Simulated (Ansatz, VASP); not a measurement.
# BaTe: VASP beside Ansatz

```xyz
2
Lattice="4.2625 0.0000 0.0000 0.0000 4.2625 0.0000 0.0000 0.0000 4.2625" Properties=species:S:1:pos:R:3 pbc="T T T"
Ba    0.0000    0.0000    0.0000
Te    2.1312    2.1312    2.1312
```

Alike in both runs: task single point; functional BLYP; k mesh 4 × 4 × 4; no spin polarisation.

|  | VASP | Ansatz |
| --- | --- | --- |
| version | VASP 6.6.1 | Ansatz 0.2.0 |
| potentials or method | VASP PAW PBE potentials, release 64 (Ba_sv, Te) | plane waves, PAW |
| plane-wave cutoff (eV) | 520 | 420 |
| occupations | gaussian, width 0.01 eV | fixed |
| valence electrons in the cell | 16 | 26 |

|  | VASP | Ansatz | Ansatz less VASP |
| --- | --- | --- | --- |
| gap on the k mesh at the Fermi level (eV) | 0.89 | 1.00 | +0.115 |

VASP's potentials were made for PBE, not for BLYP. VASP's potentials hold 16 valence electrons a cell and Ansatz's 26, so a difference there can come from the potentials and not from the codes. Ansatz's warnings: metallic iterate.

Neither program's run includes spin-orbit coupling.
